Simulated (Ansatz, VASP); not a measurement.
**BaS: VASP beside Ansatz**

```xyz
2
Lattice="0.0000 3.1286 3.1286 3.1286 0.0000 3.1286 3.1286 3.1286 0.0000" Properties=species:S:1:pos:R:3 pbc="T T T"
Ba    0.0000    0.0000    0.0000
S     3.1286    3.1286    3.1286
```

Change from the starting cell: volume scaled by 0.94.

Alike in both runs: task single point; functional LDA; k mesh 7 × 7 × 7; occupations fermi-dirac, width 0.01 eV; no spin polarisation.

```csv
,VASP,Ansatz
version,VASP 6.6.1,Ansatz 0.2.0
potentials or method,"VASP PAW LDA potentials, release 64 (Ba_sv, S), cutoff 520 eV","all-electron LAPW, scalar-relativistic"
```

Ansatz gave:

* gap on the k mesh at the Fermi level (eV): 1.96
* pressure (GPa): 0.4

**Question.** Which values does VASP return?

**Answer.** gap on the k mesh at the Fermi level (eV): 1.85; pressure (GPa): 1.2.

LDA's correlation is that of Perdew and Zunger in VASP and of Perdew and Wang (1992) in Ansatz. Ansatz ran all-electron here, and VASP with PAW potentials.

Spin-orbit coupling is off throughout.
